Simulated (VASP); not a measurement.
Write the native input for VASP 6.6.1 that does the following.

| Property | Result |
| --- | --- |
| Task | single point |
| Functional | r2SCAN |
| Potentials or basis | VASP PAW PBE potentials, release 64 (Cd, F) |
| Cutoff | 520 eV |
| k mesh | 8 × 8 × 8 |
| Occupations | gaussian, width 0.05 eV |
| Spin | no spin polarisation |
| Dipole correction | no |
| Further INCAR settings | ALGO = Normal; EDIFF = 1e-06; NBANDS = 20 |

CdF2:

```
Cd F
1.0
     0.00000    2.69400    2.69400
     2.69400    0.00000    2.69400
     2.69400    2.69400    0.00000
Cd F
1 2
Direct
  0.01205 0.01205 0.01205
  0.25000 0.25000 0.25000
  0.75000 0.75000 0.75000
```

This cell differs from its parent crystal: all Cd atoms moved +0.113 Å, as atom 1 along Cartesian [1 1 1].

One way to write it, as run:

POSCAR

```
CdF2
1.0
    0.0000000000      2.6940000000      2.6940000000
    2.6940000000      0.0000000000      2.6940000000
    2.6940000000      2.6940000000      0.0000000000
Cd F
1 2
Direct
    0.0120549193      0.0120549193      0.0120549193
    0.2500000000      0.2500000000      0.2500000000
    0.7500000000      0.7500000000      0.7500000000
```

INCAR.step1

```
PREC = Accurate
ENCUT = 520
ISMEAR = 0
SIGMA = 0.05
LREAL = False
LASPH = True
NELM = 100
NBANDS = 20
GGA = PE
ALGO = Normal
EDIFF = 1E-4
LWAVE = True
LCHARG = False
```

INCAR.step2

```
PREC = Accurate
ENCUT = 520
EDIFF = 1E-6
ISMEAR = 0
SIGMA = 0.05
LREAL = False
LASPH = True
NELM = 100
ALGO = Normal
ISIF = 2
LWAVE = False
LCHARG = False
METAGGA = R2SCAN
LMIXTAU = True
NBANDS = 20
ISTART = 1
```

KPOINTS

```
regular mesh
0
Gamma
  8 8 8
```

Potentials or basis: VASP PAW PBE potentials, release 64 (Cd, F).

Launch:

```sh
$ cat potpaw_PBE.64/Cd/POTCAR potpaw_PBE.64/F/POTCAR > POTCAR
$ cp INCAR.step1 INCAR
$ mpirun -np 1 vasp_std > vasp.out
$ cp INCAR.step2 INCAR
$ mpirun -np 1 vasp_std > vasp.out
```

Results of the run:

The pressure is 1.8 GPa, the largest force is 0.707 eV/Å and the band gap on the k mesh is 3.76 eV (least direct gap 4.26 eV).

Caveat: the cell differs from its parent crystal (all Cd atoms moved +0.113 Å, as atom 1 along Cartesian [1 1 1]); the PAW data sets were made with another functional, which shifts forces and pressure a little.

Run time: 3.9 min on 1 thread of Intel Xeon 8259CL, with other jobs on the host, peak memory 0.19 GiB.
